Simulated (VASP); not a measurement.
## Ga: single point with RPBE

Ga:

```
Ga
1.0
     2.76241    0.00000    0.00000
     0.00000    2.76241    0.00000
     0.00000    0.00000    2.76241
Ga
1
Direct
  0.00000 0.00000 0.00000
```

- Program: VASP 6.6.1
- Task: single point
- Functional: RPBE
- Potentials or basis: VASP PAW PBE potentials, release 64 (Ga_d)
- Cutoff: 520 eV
- k mesh: 13 × 13 × 13
- Occupations: fermi-dirac, width 0.1 eV
- Spin: no spin polarisation
- Dipole correction: no
- Further INCAR settings: ALGO = Normal; EDIFF = 1e-07; NBANDS = 12

```yaml
Pressure: -0.1 GPa
```

Levels at points of the mesh, in eV from the Fermi level:
```
           k point  band 2  band 3  band 4  band 5  band 6  band 7  band 8  band 9  band 10  band 11
(0.00, 0.00, 0.00)  -15.10  -14.65  -14.65  -14.65  -10.24    8.63    8.63    8.63    11.49    11.49
```

Run time: 16 s on 1 thread of Intel Xeon 8259CL, with other jobs on the host, peak memory 0.15 GiB.

Caveat: the PAW data sets were made with another functional, which shifts forces and pressure a little.
